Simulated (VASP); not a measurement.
# Cs (R-3m) in VASP: single point with PBEsol

Aim: the single point of Cs with PBEsol.

Everything below comes from runs of VASP 6.6.1. Logs are shortened: lines on timing, memory, paths and dates and some standing lists are left out, and cuts for length are marked.

**1. The cell of the first run**

It takes space group R-3m (No. 166, trigonal). Conventional cell: a = 8.416 Å, b = 8.416 Å, c = 5.250 Å, α = 90.00°, β = 90.00°, γ = 120.00°.

**2. Single point, PBEsol**

The input, INCAR:

```
PREC = Accurate
ENCUT = 520
EDIFF = 1E-7
ISMEAR = 0
SIGMA = 0.1
LREAL = F
LASPH = T
NELM = 60
ALGO = Fast
ISIF = 2
LWAVE = F
LCHARG = F
GGA = PS
NBANDS = 10
```

The input, KPOINTS:

```
regular mesh
0
Gamma
  12 12 12
```

The input, POSCAR:

```
Cs
1.0
    4.2081111125      2.4295540836      1.7498508699
   -4.2081111125      2.4295540836      1.7498508699
    0.0000000000     -4.8591081672      1.7498508699
Cs
1
Direct
    0.5000000000      0.5000000000      0.5000000000
```

Potentials or basis: VASP PAW PBE potentials, release 64 (Cs_sv).

Started as:

```console
> cat potpaw_PBE.64/Cs_sv/POTCAR > POTCAR
> mpirun -np 1 vasp_std > vasp.out
```

OUTCAR:

```text
PREC = Accurate
   ENCUT = 520
   EDIFF = 1E-7
   ISMEAR = 0
   LREAL = F
   LASPH = T
   NELM = 60
   ISIF = 2
   GGA = PS

 ion  position               nearest neighbor table
   1  0.500  0.500  0.500-

  LATTYP: Found a trigonal (rhomboedric) cell.
 ALAT       =     5.1645822916
 COS(alpha) =    -0.3278040507

  Lattice vectors:

 A1 = (   4.2081111125,   2.4295540836,   1.7498508699)
 A2 = (  -4.2081111125,   2.4295540836,   1.7498508699)
 A3 = (   0.0000000000,  -4.8591081672,   1.7498508699)

Analysis of symmetry for initial positions (statically):
=====================================================================
 Subroutine PRICEL returns:
 Original cell was already a primitive cell.

 Routine SETGRP: Setting up the symmetry group for a
 trigonal (rhombohedral) supercell.

 Subroutine GETGRP returns: Found 12 space group operations
 (whereof 12 operations were pure point group operations)
 out of a pool of 12 trial point group operations.

The static configuration has the point symmetry D_3d.

Analysis of symmetry for dynamics (positions and initial velocities):
=====================================================================
 Subroutine PRICEL returns:
 Original cell was already a primitive cell.

 Routine SETGRP: Setting up the symmetry group for a
 trigonal (rhombohedral) supercell.

 Subroutine GETGRP returns: Found 12 space group operations
 (whereof 12 operations were pure point group operations)
 out of a pool of 12 trial point group operations.

The dynamic configuration has the point symmetry D_3d.

 Subroutine INISYM returns: Found 12 space group operations
 (whereof 12 operations are pure point group operations),
 and found     1 'primitive' translations

----------------------------------------------------------------------------------------

                                     Primitive cell

  volume of cell :     107.3411

  direct lattice vectors                    reciprocal lattice vectors
     4.208111113  2.429554084  1.749850870     0.118818155  0.068599694  0.190492424
    -4.208111113  2.429554084  1.749850870    -0.118818155  0.068599694  0.190492424
     0.000000000 -4.859108167  1.749850870     0.000000000 -0.137199388  0.190492424

  length of vectors
     5.164582292  5.164582292  5.164582292     0.234757397  0.234757397  0.234757397

  position of ions in fractional coordinates (direct lattice)
     0.500000000  0.500000000  0.500000000

  ion indices of the primitive-cell ions
   primitive index   ion index
                 1           1

----------------------------------------------------------------------------------------

 KPOINTS: regular mesh

Automatic generation of k-mesh.
 Grid dimensions read from file:
 generate k-points for:   12   12   12

 Generating k-lattice:

  Cartesian coordinates                     Fractional coordinates (reciprocal lattice)
     0.009901513  0.005716641  0.015874369     0.083333333  0.000000000 -0.000000000
    -0.009901513  0.005716641  0.015874369     0.000000000  0.083333333 -0.000000000
     0.000000000 -0.011433282  0.015874369    -0.000000000 -0.000000000  0.083333333

  Length of vectors
     0.019563116  0.019563116  0.019563116

  Shift w.r.t. Gamma in fractional coordinates (k-lattice)
     0.000000000  0.000000000  0.000000000

 Subroutine IBZKPT returns following result:
 ===========================================

 Found    189 irreducible k-points:

 Following reciprocal coordinates:
            Coordinates               Weight
  0.000000  0.000000  0.000000      1.000000
  0.083333  0.000000  0.000000      6.000000
  0.166667  0.000000 -0.000000      6.000000
  0.250000  0.000000 -0.000000      6.000000
  0.333333  0.000000  0.000000      6.000000
  0.416667  0.000000  0.000000      6.000000
[... 16 lines left out ...]
  0.500000  0.166667  0.000000     12.000000
 -0.416667  0.166667 -0.000000     12.000000
 [... further k-points ...]
   k-points           NKPTS =    189   k-points in BZ     NKDIM =    189   number of bands    NBANDS=     10
   number of dos      NEDOS =    301   number of ions     NIONS =      1
   total plane-waves  NPLWV =  64000
   dimension x,y,z NGX =    40 NGY =   40 NGZ =   40
   dimension x,y,z NGXF=    80 NGYF=   80 NGZF=   80
   ions per type =               1
   NGX,Y,Z   is equivalent  to a cutoff of  12.88, 12.88, 12.88 a.u.
   NGXF,Y,Z  is equivalent  to a cutoff of  25.75, 25.75, 25.75 a.u.
 SYSTEM =  unknown system
   PREC   = accura    normal or accurate (medium, high low for compatibility)
   ISTART =      0    job   : 0-new  1-cont  2-samecut
   ICHARG =      2    charge: 1-file 2-atom 10-const
   ISPIN  =      1    spin polarized calculation?
   LNONCOLLINEAR =      F non collinear calculations
   LSORBIT =      F    spin-orbit coupling
   LASPH  =      T    aspherical Exc in radial PAW
   ENCUT  =  520.0 eV  38.22 Ry    6.18 a.u.   9.60  9.60  9.60*2*pi/ulx,y,z
   NELM   =     60;   NELMIN=  2; NELMDL= -5     # of ELM steps
   EDIFF  = 0.1E-06   stopping-criterion for ELM
   LREAL  =      F    real-space projection
   EDIFFG = 0.1E-05   stopping-criterion for IOM
   NSW    =      0    number of steps for IOM
   IBRION =     -1    ionic relax: 0-MD 1-quasi-New 2-CG
   NFREE  =      0    steps in history (QN), initial steepest desc. (CG)
   ISIF   =      2    stress and relaxation
   ISYM   =      2    0-nonsym 1-usesym 2-fastsym
   POTIM  = 0.5000    time-step for ionic-motion
   TEBEG  =    0.0;   TEEND  =   0.0 temperature during run
   PSTRESS=    0.0 pullay stress
   NELECT =       9.0000    total number of electrons
   NUPDOWN=      -1.0000    fix difference up-down
   EMIN   =  10.00;   EMAX   =-10.00  energy-range for DOS
   EFERMI =   0.00;   METHOD = LEGACY
   ISMEAR =     0;   SIGMA  =   0.10  broadening in eV -4-tet -1-fermi 0-gaus
   EFERMI_NEDOS =   21; number of points for ismear=-14 and -15
   IALGO  =     68    algorithm
   IMIX   =      4    mixing-type and parameters
     AMIX     =   0.40;   BMIX     =  1.00
     AMIX_MAG =   1.60;   BMIX_MAG =  1.00
  volume/ion in A,a.u.               =     107.34       724.37
  Fermi-wavevector in a.u.,A,eV,Ry     =   0.716529  1.354043  6.985415  0.513414
  Thomas-Fermi vector in A             =   1.804973
   LORBIT       =      0    0 simple, 1 ext, 2 COOP (PROOUT), +10 PAW based schemes
   GGA     = PS    functional components
   LHFCALC =     F    Hartree Fock is set to
   AEXX    =    0.0000 exact exchange contribution
   IVDW    =     0    specifies the selected vdW correction
   LEPSILON=     F    determine dielectric tensor
   LRPA    =     F    only Hartree local field effects (RPA)
 non-spin polarized calculation
 RMM-DIIS sequential band-by-band and
 Gauss-broadening in eV      SIGMA  =   0.10
  energy-cutoff  :      520.00
  volume of cell :      107.34
 maximum number of plane-waves:      2911
   NGX = 19   NGY = 19   NGZ = 19

 number of electron       8.9999999 magnetization

 Free energy of the ion-electron system (eV)
  ---------------------------------------------------
  ext. energy  EPLUGINS =         0.00000000
  ---------------------------------------------------
  free energy    TOTEN  =        -0.94349439 eV

  energy without entropy =       -0.93492835  energy(sigma->0) =       -0.93921137

 E-fermi :   0.5450     XC(G=0):  -5.6593

 val. band max:        0.5383616397   @ k =   0.4167   0.0833  -0.0000
 cond. band min:       0.5454124074   @ k =   0.3333   0.1667  -0.0000
 fundamental gap:      0.0070507677
 Fermi energy:         0.5449898769

 k-point     1 :       0.0000    0.0000    0.0000
  band No.  band energies     occupation
      1     -23.2616      2.00000
      2      -9.9720      2.00000
      3      -9.9674      2.00000
      4      -9.9674      2.00000
      5      -1.2091      2.00000
      6       3.0542      0.00000
      7       3.0542      0.00000
      8       3.1416      0.00000
      9       4.0150      0.00000
     10       4.0150      0.00000

 k-point     2 :       0.0833    0.0000    0.0000
  band No.  band energies     occupation
      1     -23.2610      2.00000
      2      -9.9827      2.00000
      3      -9.9724      2.00000
      4      -9.9675      2.00000
      5      -1.1274      2.00000
      6       2.9676      0.00000
      7       2.9894      0.00000
      8       3.2029      0.00000
      9       3.8860      0.00000
     10       4.0010      0.00000

 k-point     3 :       0.1667    0.0000   -0.0000
  band No.  band energies     occupation
      1     -23.2594      2.00000
      2     -10.0147      2.00000
      3      -9.9827      2.00000
      4      -9.9677      2.00000
      5      -0.8912      2.00000
      6       2.6902      0.00000
      7       2.7637      0.00000
      8       3.4409      0.00000
      9       3.8073      0.00000
     10       3.9882      0.00000

 k-point     4 :       0.2500    0.0000   -0.0000
  band No.  band energies     occupation
      1     -23.2571      2.00000
      2     -10.0580      2.00000
      3      -9.9963      2.00000
      4      -9.9679      2.00000
      5      -0.5282      2.00000
      6       2.2772      0.00000
      7       2.5365      0.00000
      8       3.8377      0.00000
      9       3.8877      0.00000
     10       4.0273      0.00000
[... 222 lines left out ...]
 k-point    22 :       0.4167    0.1667   -0.0000
  band No.  band energies     occupation
      1     -23.2520      2.00000
      2     -10.1266      2.00000
      3     -10.0399      2.00000
      4      -9.9824      2.00000
      5       0.7931      0.00045
      6       1.4405      0.00000
      7       2.0333      0.00000
      8       3.7159      0.00000
      9       4.4815      0.00000
     10       4.8833      0.00000

 k-point    23 :       0.5000    0.1667    0.0000
  band No.  band energies     occupation
      1     -23.2524      2.00000
      2     -10.1229      2.00000
      3     -10.0329      2.00000
      4      -9.9819      2.00000
      5       0.5684      0.74029
      6       1.5752      0.00000
      7       2.0864      0.00000
      8       3.7843      0.00000
      9       4.3456      0.00000
     10       4.8431      0.00000

 k-point    24 :      -0.4167    0.1667   -0.0000
  band No.  band energies     occupation
      1     -23.2538      2.00000
      2     -10.1050      2.00000
      3     -10.0182      2.00000
      4      -9.9806      2.00000
      5       0.1315      2.00000
      6       1.8455      0.00000
      7       2.2128      0.00000
      8       3.7759      0.00000
      9       4.3090      0.00000
     10       4.4980      0.00000

 [... further k-points ...]

------------------------ aborting loop because EDIFF is reached ----------------------------------------

  FORCE on cell =-STRESS in cart. coord.  units (eV):
  Direction    XX          YY          ZZ          XY          YZ          ZX
  --------------------------------------------------------------------------------------
  -------------------------------------------------------------------------------------
  Total        0.0244368      0.0244368     -0.0074413      0.0000000      0.0000000      0.0000000
  in kB        0.3647439      0.3647439     -0.1110687      0.0000000      0.0000000      0.0000000
  external PRESSURE =       0.2061397 kB  Pullay stress =       0.0000000 kB

 VOLUME and BASIS-vectors are now :
 -----------------------------------------------------------------------------
  energy-cutoff  :      520.00
  volume of cell :      107.34
      direct lattice vectors                 reciprocal lattice vectors
     4.208111113  2.429554084  1.749850870     0.118818155  0.068599694  0.190492424
    -4.208111113  2.429554084  1.749850870    -0.118818155  0.068599694  0.190492424
     0.000000000 -4.859108167  1.749850870     0.000000000 -0.137199388  0.190492424

 POSITION                                       TOTAL-FORCE (eV/Angst)
 -----------------------------------------------------------------------------------
      0.00000      0.00000      2.62478         0.000000     -0.000000      0.000000
 -----------------------------------------------------------------------------------
    total drift:                                0.000000      0.000000     -0.000000

  FREE ENERGIE OF THE ION-ELECTRON SYSTEM (eV)
  ---------------------------------------------------
  free  energy   TOTEN  =        -0.9434943881 eV

  energy  without entropy=       -0.9349283528  energy(sigma->0) =       -0.93921137
```

Run time: 2.7 min. Hardware: 1 thread of Intel Xeon Platinum 8259CL at 2.50GHz (Skylake/Cascade Lake), shared host; peak memory 0.37 GiB.

Results:

| Quantity | Value |
| --- | --- |
| Free energy | -0.9435 eV |
| Pressure | 0.0 GPa |

Caveat: the PAW data sets were made with another functional, which shifts forces and pressure a little; spin-orbit coupling is left out, which moves the levels of the heavy elements.
